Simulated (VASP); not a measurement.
Write the native input for VASP 6.6.1 that does the following.

```
Task                   : single point
Functional             : PBEsol
Potentials or basis    : VASP PAW PBE potentials, release 64 (Ga_d)
Cutoff                 : 520 eV
k mesh                 : 11 × 11 × 11
Occupations            : methfessel-paxton, width 0.05 eV
Spin                   : no spin polarisation
Dipole correction      : no
Further INCAR settings : ALGO = Normal; EDIFF = 1e-06; NBANDS = 12
```

The structure of Ga lies in POSCAR:

```
Ga
1.0
   -1.4224758030      1.4224758030      2.2583323111
    1.4224758030     -1.4224758030      2.2583323111
    1.4224758030      1.4224758030     -2.2583323111
Ga
1
Direct
    0.0000000000      0.0000000000      0.0000000000
```

One way to write it, as run:

INCAR

```
PREC     = Accurate       # precision mode
ENCUT    = 520            # plane-wave cutoff, eV
EDIFF    = 1E-6           # SCF threshold, eV
ISMEAR   = 1              # smearing method
SIGMA    = 0.05           # smearing width, eV
LREAL    = F              # projectors in reciprocal space
LASPH    = T              # aspherical terms in the spheres
NELM     = 80             # most SCF steps
ALGO     = Normal         # electronic algorithm
ISIF     = 2              # what is computed and relaxed
LWAVE    = F              # write WAVECAR
LCHARG   = T              # write CHGCAR
GGA      = PS             # functional
LELF     = T              # ELF
LVHAR    = T            
NBANDS   = 12             # bands
```

KPOINTS

```
regular mesh
0
Gamma
  11 11 11
```

Potentials or basis: VASP PAW PBE potentials, release 64 (Ga_d).

The run is started by

```bash
$ cat potpaw_PBE.64/Ga_d/POTCAR > POTCAR
$ mpirun -np 1 vasp_std > vasp.out
```

It gave:

```json
{
  "Pressure": "-2.0 GPa"
}
```

Caveat: the PAW data sets were made with another functional, which shifts forces and pressure a little.

Run time: 60 s on 1 thread of AMD EPYC 7R13 (shared host), peak memory 0.12 GiB.
